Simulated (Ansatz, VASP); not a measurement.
BN: VASP beside Ansatz

Contents of INCAR:

```
PREC = Accurate ; ENCUT = 520
EDIFF = 1E-6 ; ISMEAR = 0
SIGMA = 0.05 ; LREAL = F
LASPH = T ; NELM = 100
ALGO = Normal ; ISIF = 2
LWAVE = F ; LCHARG = F
GGA = PE ; NBANDS = 26
```

The input KPOINTS:

```
regular mesh
0
Gamma
  6 6 10
```

POSCAR

```
BN
1.0
    4.3232000000      0.0000000000      0.0000000000
    0.0000000000      4.3232000000      0.0000000000
    0.0000000000      0.0000000000      2.8551000000
B N
4 4
Direct
    0.1742811368      0.8257188632      0.5000000000
    0.3257188632      0.3257188632      0.0000000000
    0.6742811368      0.6742811368      0.0000000000
    0.8257188632      0.1742811368      0.5000000000
    0.8126115048      0.8126115048      0.5000000000
    0.3126115048      0.6873884952      0.0000000000
    0.6873884952      0.3126115048      0.0000000000
    0.1873884952      0.1873884952      0.5000000000
```

Input for Ansatz:

```yaml
crystal:
  lattice:
    - [4.3232, 0.0, 0.0]
    - [0.0, 4.3232, 0.0]
    - [0.0, 0.0, 2.8551]
  atoms:
    - { symbol: B, position: [0.1742811368, 0.8257188632, 0.5] }
    - { symbol: B, position: [0.3257188632, 0.3257188632, 0.0] }
    - { symbol: B, position: [0.6742811368, 0.6742811368, 0.0] }
    - { symbol: B, position: [0.8257188632, 0.1742811368, 0.5] }
    - { symbol: "N", position: [0.8126115048, 0.8126115048, 0.5] }
    - { symbol: "N", position: [0.3126115048, 0.6873884952, 0.0] }
    - { symbol: "N", position: [0.6873884952, 0.3126115048, 0.0] }
    - { symbol: "N", position: [0.1873884952, 0.1873884952, 0.5] }
basis:
  ecutwfc: 520.0
kpoints:
  mp_grid: { grid: [6, 6, 10] }
hamiltonian:
  xc: pbe
  pseudopotentials: { kind: paw, azcp: { folder: soft_1 } }
scf:
  occupations: { method: gaussian, width: 0.05 }
output:
  forces: true
  stress: true
  eigenvalues: true
```

Alike in both runs: task single point; functional PBE; k mesh 6 × 6 × 10; occupations gaussian, width 0.05 eV; no spin polarisation.

```csv
,VASP,Ansatz
version,VASP 6.6.1,Ansatz 0.2.0
potentials or method,"VASP PAW PBE potentials, release 64 (B, N), cutoff 520 eV","scalar-relativistic, plane waves, PAW"
valence electrons in the cell,32,32
```

|  | VASP | Ansatz | Ansatz less VASP |
| --- | --- | --- | --- |
| gap on the k mesh at the Fermi level (eV) | 3.61 | 3.61 | +0.003 |
| least direct gap on the mesh (eV) | 3.61 | 3.61 | +0.003 |
| pressure (GPa) | -18.5 | -18.7 | -0.21 |
| traceless stress, the component that is largest in VASP (GPa) | -59.26 | -58.88 | +0.389 |
| rms of the force components (eV/Å) | 0.368 | 0.354 | -0.0148 |

Atom by atom the forces differ by 0.021 eV/Å (rms over components). The functional is the same, so the differences come from potentials, cutoffs and numerics.
